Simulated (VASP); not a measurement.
InSb3:

```xyz
4
Lattice="0.0000 3.7946 3.7946 3.7946 0.0000 3.7946 3.7946 3.7946 0.0000" Properties=species:S:1:pos:R:3 pbc="T T T"
In    0.0000    0.0000    0.0000
Sb    1.8973    1.8973    1.8973
Sb    5.6918    5.6918    5.6918
Sb    3.7946    3.7946    3.7946
```

Base run:

- Program: VASP 6.6.1
- Functional: PBE
- Potentials or basis: VASP PAW PBE potentials, release 64 (In_d, Sb)
- Cutoff: 500 eV
- k mesh: 4 × 4 × 4
- Occupations: methfessel-paxton, width 0.1 eV
- Spin: no spin polarisation

Its results: band gap on the k mesh zero (band 14 reaches 9.12 eV, above the bottom of band 15 at 5.66 eV); pressure -1.4 GPa.

Problem. The run is repeated on the same cell with these changes: k mesh from 4 × 4 × 4 to 1 × 1 × 1; occupations from methfessel-paxton, width 0.1 eV to methfessel-paxton, width 0.015 eV. What comes out?

Solution. Band gap on the k mesh zero (filled and empty bands touch); pressure 20.7 GPa.

Caveats: some runs use coarse meshes; spin-orbit coupling is left out, which moves the levels of the heavy elements.
